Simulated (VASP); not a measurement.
Si, 2 atoms in the cell. The structure is cubic, space group Fd-3m (No. 227). The conventional cell has a = 5.421 Å, b = 5.421 Å, c = 5.421 Å, α = 90.00°, β = 90.00°, γ = 90.00°. Si (site symmetry -43m) has 4 Si at 2.35 Å within 3.1 Å. 

- Program: VASP 6.6.1
- Task: relaxation of cell and atoms
- Functional: PBE
- Dispersion: D3(BJ)
- Potentials or basis: VASP PAW PBE potentials, release 64 (Si)
- Cutoff: 500 eV
- k mesh: 12 × 12 × 12
- Occupations: gaussian, width 0.02 eV
- Spin: no spin polarisation
- Dipole correction: no
- Further INCAR settings: ALGO = Normal; EDIFF = 1e-07; IBRION = 2; EDIFFG = -0.002; NSW = 100; ISIF = 3

Potentials or basis: VASP PAW PBE potentials, release 64 (Si).

The run is started by

```console
$ cat potpaw_PBE.64/Si/POTCAR > POTCAR
$ mpirun -np 1 vasp_std > vasp.out
```

Hardware: 1 thread of Intel Xeon 8259CL, with other jobs on the host.

Question: Estimate the wall time of this run.

Answer: Run time: 32 s on 1 thread of Intel Xeon 8259CL, on a shared host, peak memory 0.16 GiB. Counts: scf iterations 21, k points 72, ion steps 3.
